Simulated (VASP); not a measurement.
# LiBr (Fm-3m) in VASP: a series of runs, part 2 of 2

VASP 6.6.1.

### 3 Single point, HSE06

The input, POSCAR:

```
LiBr
1.0
    0.0000000000      2.7395650436      2.7395650436
    2.7395650436      0.0000000000      2.7395650436
    2.7395650436      2.7395650436      0.0000000000
Li Br
1 1
Direct
    0.0000000000      0.0000000000      0.0000000000
    0.5000000000      0.5000000000      0.5000000000
```

The input, INCAR.step1:

```
SYSTEM = LiBr
PREC = Accurate
ENCUT = 650
EDIFF = 1E-5
ISMEAR = 0
SIGMA = 0.01
LREAL = .FALSE.
LASPH = .TRUE.
NELM = 120
ALGO = Normal
ISIF = 2
LWAVE = .TRUE.
NBANDS = 12
GGA = PE
GGA_COMPAT = .FALSE.
```

The input, INCAR.step2:

```
SYSTEM = LiBr
PREC = Accurate
ENCUT = 650
EDIFF = 1E-6
ISMEAR = 0
SIGMA = 0.01
LREAL = .FALSE.
LASPH = .TRUE.
NELM = 120
ALGO = Normal
ISIF = 2
LWAVE = .FALSE.
LCHARG = .TRUE.
GGA = PE
LHFCALC = .TRUE.
HFSCREEN = 0.2079
PRECFOCK = Normal
LELF = .TRUE.
LVHAR = .TRUE.
NBANDS = 12
ISTART = 1
GGA_COMPAT = .FALSE.
```

The input, KPOINTS:

```
Automatic mesh
0
G
  4 4 4
  0 0 0
```

Potentials or basis: VASP PAW PBE potentials, release 64 (Li_sv, Br).

The run is started by

```bash
cat potpaw_PBE.64/Li_sv/POTCAR potpaw_PBE.64/Br/POTCAR > POTCAR
cp INCAR.step1 INCAR
mpirun -np 1 vasp_std > vasp.out
cp INCAR.step2 INCAR
mpirun -np 1 vasp_std > vasp.out
```

OUTCAR:

```text
SYSTEM = LiBr
   PREC = Accurate
   ENCUT = 650
   EDIFF = 1E-6
   ISMEAR = 0
   LREAL = .FALSE.
   LASPH = .TRUE.
   NELM = 120
   ISIF = 2
   GGA = PE
   LHFCALC = .TRUE.
   HFSCREEN = 0.2079
   PRECFOCK = Normal
   ISTART = 1

 ion  position               nearest neighbor table
   1  0.000  0.000  0.000-
   2  0.500  0.500  0.500-

  LATTYP: Found a face centered cubic cell.
 ALAT       =     5.4791300872

  Lattice vectors:

 A1 = (   0.0000000000,   2.7395650436,   2.7395650436)
 A2 = (   2.7395650436,   0.0000000000,   2.7395650436)
 A3 = (   2.7395650436,   2.7395650436,   0.0000000000)

Analysis of symmetry for initial positions (statically):
=====================================================================
 Subroutine PRICEL returns:
 Original cell was already a primitive cell.

 Routine SETGRP: Setting up the symmetry group for a
 face centered cubic supercell.

 Subroutine GETGRP returns: Found 48 space group operations
 (whereof 48 operations were pure point group operations)
 out of a pool of 48 trial point group operations.

The static configuration has the point symmetry O_h .

Analysis of symmetry for dynamics (positions and initial velocities):
=====================================================================
 Subroutine PRICEL returns:
 Original cell was already a primitive cell.

 Routine SETGRP: Setting up the symmetry group for a
 face centered cubic supercell.

 Subroutine GETGRP returns: Found 48 space group operations
 (whereof 48 operations were pure point group operations)
 out of a pool of 48 trial point group operations.

The dynamic configuration has the point symmetry O_h .

 Subroutine INISYM returns: Found 48 space group operations
 (whereof 48 operations are pure point group operations),
 and found     1 'primitive' translations

[... 108 lines left out ...]
   NKREDZ  =     1    reduce k-point grid by
   AEXX    =    0.2500 exact exchange contribution
   HFSCREEN=    0.2079 screening length (either q_TF or 0.3 A-1)
   HFSCREENC=   0.2079 screening length for correlation (either q_TF or 0.3 A-1)
   ENCUTFOCK=  -1.0 apply spherical cutoff to Coloumb kernel
   IVDW    =     0    specifies the selected vdW correction
   LEPSILON=     F    determine dielectric tensor
   LRPA    =     F    only Hartree local field effects (RPA)
 non-spin polarized calculation
 Gauss-broadening in eV      SIGMA  =   0.01
  energy-cutoff  :      650.00
  volume of cell :       41.12
 maximum number of plane-waves:      1572
  NGX = 28; NGY = 28; NGZ = 28

 number of electron      10.0000006 magnetization

 Free energy of the ion-electron system (eV)
  ---------------------------------------------------
  ext. energy  EPLUGINS =         0.00000000
  ---------------------------------------------------
  free energy    TOTEN  =        -7.59389639 eV

  energy without entropy =       -7.59389639  energy(sigma->0) =       -7.59389639

 E-fermi :  -0.2616     XC(G=0):  -7.0678

 val. band max:       -0.4360488378   @ k =   0.0000   0.0000   0.0000
 cond. band min:       5.7770617675   @ k =   0.0000   0.0000   0.0000
 fundamental gap:      6.2131106053
 Fermi energy:        -0.2616112481

 k-point     1 :       0.0000    0.0000    0.0000
  band No.  band energies     occupation
      1     -47.7206      2.00000
      2     -15.0608      2.00000
      3      -0.4360      2.00000
      4      -0.4360      2.00000
      5      -0.4360      2.00000
      6       5.7771      0.00000
      7      11.3835      0.00000
      8      11.3835      0.00000
      9      11.3835      0.00000
     10      13.3657      0.00000
     11      13.3657      0.00000
     12      13.3657      0.00000
[... 91 lines left out ...]
 k-point     8 :      -0.2500    0.5000    0.2500
  band No.  band energies     occupation
      1     -47.7190      2.00000
      2     -14.3000      2.00000
      3      -2.7718      2.00000
      4      -2.7718      2.00000
      5      -1.6789      2.00000
      6       8.9161      0.00000
      7       9.5131      0.00000
      8      10.3535      0.00000
      9      10.3535      0.00000
     10      15.1738      0.00000
     11      15.1738      0.00000
     12      18.6884      0.00000

------------------------ aborting loop because EDIFF is reached ----------------------------------------

  FORCE on cell =-STRESS in cart. coord.  units (eV):
  Direction    XX          YY          ZZ          XY          YZ          ZX
  --------------------------------------------------------------------------------------
  -------------------------------------------------------------------------------------
  Total       -0.0181912     -0.0181912     -0.0181912     -0.0000000     -0.0000000      0.0000000
  in kB       -0.7087571     -0.7087571     -0.7087571     -0.0000000     -0.0000000      0.0000000
  external PRESSURE =      -0.7087571 kB  Pullay stress =       0.0000000 kB

 VOLUME and BASIS-vectors are now :
 -----------------------------------------------------------------------------
  energy-cutoff  :      650.00
  volume of cell :       41.12
      direct lattice vectors                 reciprocal lattice vectors
     0.000000000  2.739565044  2.739565044    -0.182510724  0.182510724  0.182510724
     2.739565044  0.000000000  2.739565044     0.182510724 -0.182510724  0.182510724
     2.739565044  2.739565044  0.000000000     0.182510724  0.182510724 -0.182510724

 POSITION                                       TOTAL-FORCE (eV/Angst)
 -----------------------------------------------------------------------------------
      0.00000      0.00000      0.00000         0.000000     -0.000000      0.000000
      2.73957      2.73957      2.73957        -0.000000      0.000000     -0.000000
 -----------------------------------------------------------------------------------
    total drift:                               -0.000000     -0.000000     -0.000000

  FREE ENERGIE OF THE ION-ELECTRON SYSTEM (eV)
  ---------------------------------------------------
  free  energy   TOTEN  =        -7.5938963904 eV

  energy  without entropy=       -7.5938963904  energy(sigma->0) =       -7.59389639
```

OUTCAR.step1:

```text
SYSTEM = LiBr
   PREC = Accurate
   ENCUT = 650
   EDIFF = 1E-5
   ISMEAR = 0
   LREAL = .FALSE.
   LASPH = .TRUE.
[... 322 lines left out ...]
      0.00000      0.00000      0.00000         0.000000      0.000000      0.000000
      2.73957      2.73957      2.73957        -0.000000     -0.000000      0.000000
 -----------------------------------------------------------------------------------
    total drift:                                0.000000     -0.000000      0.000000

  FREE ENERGIE OF THE ION-ELECTRON SYSTEM (eV)
  ---------------------------------------------------
  free  energy   TOTEN  =        -6.6310506036 eV

  energy  without entropy=       -6.6310506036  energy(sigma->0) =       -6.63105060
```

OSZICAR.step1:

```text
N       E                     dE             d eps       ncg     rms          rms(c)
DAV:   1     0.461384782522E+02    0.46138E+02   -0.43658E+03   192   0.881E+02
DAV:   2    -0.388641659090E+01   -0.50025E+02   -0.48279E+02   260   0.141E+02
DAV:   3    -0.661007385762E+01   -0.27237E+01   -0.27188E+01   260   0.357E+01
DAV:   4    -0.665938120248E+01   -0.49307E-01   -0.49295E-01   260   0.489E+00
DAV:   5    -0.665999665625E+01   -0.61545E-03   -0.61544E-03   260   0.516E-01    0.195E+00
DAV:   6    -0.662634896427E+01    0.33648E-01   -0.64549E-02   236   0.116E+00    0.119E+00
DAV:   7    -0.662858643674E+01   -0.22375E-02   -0.39679E-02   268   0.105E+00    0.440E-01
DAV:   8    -0.663102478859E+01   -0.24384E-02   -0.45519E-03   220   0.438E-01    0.661E-02
DAV:   9    -0.663101597277E+01    0.88158E-05   -0.11210E-04   232   0.769E-02    0.245E-02
DAV:  10    -0.663104953695E+01   -0.33564E-04   -0.52614E-05   224   0.472E-02    0.137E-02
DAV:  11    -0.663105060357E+01   -0.10666E-05   -0.45697E-06   128   0.126E-02
   1 F= -.66310506E+01 E0= -.66310506E+01  d E =-.675083E-34
```

It took 2.4 min on 1 thread of Intel Xeon Platinum 8488C (Sapphire Rapids), shared host; peak memory 0.29 GiB.

What came out:

* Free energy: -7.5939 eV
* Pressure: -0.1 GPa
* Band gap on the k mesh: 6.21 eV

Caveat: the k points lie up to 0.50 Å⁻¹ apart; the PAW data sets were made with another functional, which shifts forces and pressure a little.

### 4 Single point, PBE-based screened hybrid with 35 % exact exchange

POSCAR is that of step 3.

The input, INCAR.step1:

```
ALGO     = Normal         # electronic algorithm
EDIFF    = 1E-5           # SCF threshold, eV
ENCUT    = 650            # plane-wave cutoff, eV
GGA      = PE             # functional
GGA_COMPAT= False        
ISIF     = 2              # what is computed and relaxed
ISMEAR   = 0              # smearing method
LASPH    = True           # aspherical terms in the spheres
LCHARG   = False          # write CHGCAR
LREAL    = False          # projectors in reciprocal space
LWAVE    = True           # write WAVECAR
NBANDS   = 12             # bands
NELM     = 120            # most SCF steps
PREC     = Accurate       # precision mode
SIGMA    = 0.01           # smearing width, eV
```

The input, INCAR.step2:

```
AEXX     = 0.35           # exact-exchange fraction
ALGO     = Normal         # electronic algorithm
EDIFF    = 1E-6           # SCF threshold, eV
ENCUT    = 650            # plane-wave cutoff, eV
GGA      = PE             # functional
GGA_COMPAT= False        
HFSCREEN = 0.5            # screening, 1/A
ISIF     = 2              # what is computed and relaxed
ISMEAR   = 0              # smearing method
ISTART   = 1            
LASPH    = True           # aspherical terms in the spheres
LCHARG   = False          # write CHGCAR
LHFCALC  = True           # exact exchange
LREAL    = False          # projectors in reciprocal space
LWAVE    = False          # write WAVECAR
NBANDS   = 12             # bands
NELM     = 120            # most SCF steps
PREC     = Accurate       # precision mode
PRECFOCK = Normal       
SIGMA    = 0.01           # smearing width, eV
```

The input, KPOINTS:

```
k-points
0
Gamma
  4 4 4
```

The run is started by

```bash
cat potpaw_PBE.64/Li_sv/POTCAR potpaw_PBE.64/Br/POTCAR > POTCAR
cp INCAR.step1 INCAR
mpirun -np 1 vasp_std > vasp.out
cp INCAR.step2 INCAR
mpirun -np 1 vasp_std > vasp.out
```

Run time: 2.4 min. Hardware: 1 thread of Intel Xeon Platinum 8488C (Sapphire Rapids), shared host; peak memory 0.28 GiB.

It converged, with:

| Quantity | Value |
| --- | --- |
| Free energy | -7.3683 eV |
| Pressure | -0.1 GPa |
| Band gap on the k mesh | 5.90 eV |

Levels at points of the mesh, in eV from the valence-band top:
```csv
k point,band 2,band 3,band 4,band 5,band 6,band 7,band 8,band 9
"(0.00, 0.00, 0.00)",-14.72,0.00,0.00,0.00,5.90,11.44,11.44,11.44
"(0.50, 0.00, 0.00)",-14.19,-3.07,-0.29,-0.29,6.49,9.04,9.04,13.06
"(0.50, 0.50, 0.00)",-13.97,-3.06,-1.22,-1.22,7.12,7.89,12.86,13.68
```

Caveat: the k points lie up to 0.50 Å⁻¹ apart; the PAW data sets were made with another functional, which shifts forces and pressure a little.

### 5 Single point, PBE-based screened hybrid with 50 % exact exchange

POSCAR is that of step 4.

The input, INCAR.step1:

```
SYSTEM = LiBr
PREC     = Accurate       ! precision mode
ENCUT    = 650            ! plane-wave cutoff, eV
EDIFF    = 1E-5           ! SCF threshold, eV
ISMEAR   = 0              ! smearing method
SIGMA    = 0.01           ! smearing width, eV
LREAL    = .False.        ! projectors in reciprocal space
LASPH    = .True.         ! aspherical terms in the spheres
NELM     = 120            ! most SCF steps
ALGO     = Normal         ! electronic algorithm
ISIF     = 2              ! what is computed and relaxed
LWAVE    = .True.         ! write WAVECAR
NBANDS   = 12             ! bands
GGA      = PE             ! functional
GGA_COMPAT= .False.
```

The input, INCAR.step2:

```
SYSTEM = LiBr
PREC     = Accurate       ! precision mode
ENCUT    = 650            ! plane-wave cutoff, eV
EDIFF    = 1E-6           ! SCF threshold, eV
ISMEAR   = 0              ! smearing method
SIGMA    = 0.01           ! smearing width, eV
LREAL    = .False.        ! projectors in reciprocal space
LASPH    = .True.         ! aspherical terms in the spheres
NELM     = 120            ! most SCF steps
ALGO     = Normal         ! electronic algorithm
ISIF     = 2              ! what is computed and relaxed
LWAVE    = .False.        ! write WAVECAR
LCHARG   = .True.         ! write CHGCAR
GGA      = PE             ! functional
LHFCALC  = .True.         ! exact exchange
AEXX     = 0.5            ! exact-exchange fraction
HFSCREEN = 0.3            ! screening, 1/A
PRECFOCK = Normal       
LELF     = .True.         ! ELF
LVHAR    = .True.       
NBANDS   = 12             ! bands
ISTART   = 1            
GGA_COMPAT= .False.
```

The input, KPOINTS:

```
regular mesh
0
Gamma
  4 4 4
  0 0 0
```

The run is started by

```bash
cat potpaw_PBE.64/Li_sv/POTCAR potpaw_PBE.64/Br/POTCAR > POTCAR
cp INCAR.step1 INCAR
mpirun -np 1 vasp_std > vasp.out
cp INCAR.step2 INCAR
mpirun -np 1 vasp_std > vasp.out
```

Run time: 3.1 min. Hardware: 1 thread of Intel Xeon Platinum 8488C (Sapphire Rapids), shared host; peak memory 0.28 GiB.

It converged, with:

```
Free energy            : -8.2448 eV
Pressure               : -0.6 GPa
Band gap on the k mesh : 7.01 eV
```

Levels at points of the mesh, in eV from the valence-band top:
```csv
k point,band 3,band 4,band 5,band 6,band 7,band 8
"(0.00, 0.00, 0.00)",0.00,0.00,0.00,7.01,12.64,12.64
"(0.50, 0.00, 0.00)",-3.30,-0.32,-0.32,7.58,10.23,10.23
"(0.50, 0.50, 0.00)",-3.27,-1.30,-1.30,8.22,8.94,14.23
```

Caveat: the k points lie up to 0.50 Å⁻¹ apart; the PAW data sets were made with another functional, which shifts forces and pressure a little.

### 6 Single point, HSE06

POSCAR is that of step 5.

The input, INCAR.step1:

```
ALGO     = Normal         # electronic algorithm
EDIFF    = 1E-5           # SCF threshold, eV
ENCUT    = 650            # plane-wave cutoff, eV
GGA      = PE             # functional
GGA_COMPAT= F            
ISIF     = 2              # what is computed and relaxed
ISMEAR   = 0              # smearing method
LASPH    = T              # aspherical terms in the spheres
LCHARG   = F              # write CHGCAR
LREAL    = F              # projectors in reciprocal space
LWAVE    = T              # write WAVECAR
NBANDS   = 12             # bands
NELM     = 120            # most SCF steps
PREC     = Accurate       # precision mode
SIGMA    = 0.01           # smearing width, eV
```

The input, INCAR.step2:

```
ALGO     = Normal         # electronic algorithm
EDIFF    = 1E-6           # SCF threshold, eV
ENCUT    = 650            # plane-wave cutoff, eV
GGA      = PE             # functional
GGA_COMPAT= F            
HFSCREEN = 0.2079         # screening, 1/A
ISIF     = 2              # what is computed and relaxed
ISMEAR   = 0              # smearing method
ISTART   = 1            
LASPH    = T              # aspherical terms in the spheres
LCHARG   = F              # write CHGCAR
LHFCALC  = T              # exact exchange
LREAL    = F              # projectors in reciprocal space
LWAVE    = F              # write WAVECAR
NBANDS   = 12             # bands
NELM     = 120            # most SCF steps
PREC     = Accurate       # precision mode
PRECFOCK = Normal       
SIGMA    = 0.01           # smearing width, eV
```

The input, KPOINTS:

```
k-points
0
Gamma
  4 4 4
```

Potentials or basis: VASP PAW PBE potentials, release 64 (Li_sv, Br).

The run is started by

```bash
cat potpaw_PBE.64/Li_sv/POTCAR potpaw_PBE.64/Br/POTCAR > POTCAR
cp INCAR.step1 INCAR
mpirun -np 1 vasp_std > vasp.out
cp INCAR.step2 INCAR
mpirun -np 1 vasp_std > vasp.out
```

Run time: 2.5 min. Hardware: 1 thread of Intel Xeon Platinum 8488C (Sapphire Rapids), shared host; peak memory 0.28 GiB.

The run converged. Its results:

| Property | Result |
| --- | --- |
| Free energy | -7.5939 eV |
| Pressure | -0.1 GPa |
| Band gap on the k mesh | 6.21 eV |

Levels at points of the mesh, in eV from the valence-band top:
| k point | band 2 | band 3 | band 4 | band 5 | band 6 | band 7 | band 8 | band 9 |
| --- | --- | --- | --- | --- | --- | --- | --- | --- |
| (0.00, 0.00, 0.00) | -14.62 | 0.00 | 0.00 | 0.00 | 6.21 | 11.82 | 11.82 | 11.82 |
| (0.50, 0.00, 0.00) | -14.08 | -3.17 | -0.29 | -0.29 | 6.82 | 9.40 | 9.40 | 13.44 |
| (0.50, 0.50, 0.00) | -13.86 | -3.15 | -1.25 | -1.25 | 7.48 | 8.24 | 13.24 | 14.06 |

Caveat: the k points lie up to 0.50 Å⁻¹ apart; the PAW data sets were made with another functional, which shifts forces and pressure a little.

### 7 Overview

| level | k mesh | cutoff (eV) | grid for exact exchange (PRECFOCK) | share of exact exchange | screening parameter | gap on the mesh (eV) | pressure (GPa) |
| --- | --- | --- | --- | --- | --- | --- | --- |
| PBE | 6 × 6 × 6 | 750 | - | - | - | 4.99 | 0.4 |
| HSE06 | 4 × 4 × 4 | 650 | Normal | 0.25 | 0.2079 1/Å | 6.21 | -0.1 |
| PBE-based screened hybrid with 35 % exact exchange | 4 × 4 × 4 | 650 | Normal | 0.35 | 0.5 1/Å | 5.90 | -0.1 |
| PBE-based screened hybrid with 50 % exact exchange | 4 × 4 × 4 | 650 | Normal | 0.5 | 0.3 1/Å | 7.01 | -0.6 |

Alike in all rows: task single point; potentials or basis VASP PAW PBE potentials, release 64 (Li_sv, Br); no spin polarisation; cell as given; smearing gaussian 0.01 eV.

Caveats: some runs use coarse meshes; the PAW data sets were made with another functional, which shifts forces and pressure a little (at least some runs).

Absolute energies hang on the potentials; compare differences alone.
